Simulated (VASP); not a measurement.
Set up this calculation in VASP 6.6.1, as the native input.

| Property | Result |
| --- | --- |
| Task | electric field gradients |
| Functional | PBE |
| Potentials or basis | VASP PAW PBE potentials, release 64 (Co, O) |
| Cutoff | 520 eV |
| k mesh | 13 × 13 × 15 |
| Occupations | fermi-dirac, width 0.03 eV |
| Spin | collinear spin, ferromagnetic start |
| Starting moments | [2.0, 0.0] μB |
| Dipole correction | no |
| Further INCAR settings | ALGO = Normal; EDIFF = 1e-08; NBANDS = 18 |

The structure of CoO lies in POSCAR:

```
CoO
1.0
   -1.4718476518      1.5139926509      2.1072499549
    1.5139926509     -1.4718476518      2.1072499549
    1.5020076549      1.5020076549     -2.0770899518
Co O
1 1
Direct
    0.0000000000      0.0000000000      0.0000000000
    0.5000000000      0.5000000000      0.0000000000
```

This cell differs from its parent crystal: equal xy, yz and zx shear strains of +2 %.

One way to write it, as run:

INCAR

```
ALGO = Normal
EDIFF = 1E-8
ENCUT = 520
GGA = PE
ISIF = 2
ISMEAR = -1
ISPIN = 2
LASPH = T
LCHARG = F
LEFG = T
LMAXMIX = 4
LORBIT = 11
LREAL = F
LWAVE = F
MAGMOM = 2 0
NBANDS = 18
NELM = 150
PREC = Accurate
SIGMA = 0.03
```

KPOINTS

```
k-points
0
Gamma
  13 13 15
```

Potentials or basis: VASP PAW PBE potentials, release 64 (Co, O).

Run with:

```bash
$ cat potpaw_PBE.64/Co/POTCAR potpaw_PBE.64/O/POTCAR > POTCAR
$ mpirun -np 1 vasp_std > vasp.out
```

It gave:

- Pressure: -0.5 GPa
- Net moment: 2.90 μB per cell
- Site moments: Co +2.56; O +0.30 μB
- Largest electric field gradient by atom: Co -12.6; O -5.9 V/Å²
- Valence electrons inside the program's atomic spheres: Co 7.81; O 4.98

Caveat: the cell differs from its parent crystal (equal xy, yz and zx shear strains of +2 %); without QUAD_EFG the Cq values of the log hold for a quadrupole moment of 1 mb, not for the nuclei; a cell with one magnetic atom can't hold antiferromagnetic order, which such compounds often take.

It took 4.7 min on 1 thread of Intel(R) Xeon(R) 6975P-C (Granite Rapids), on a shared host, peak memory 0.46 GiB.
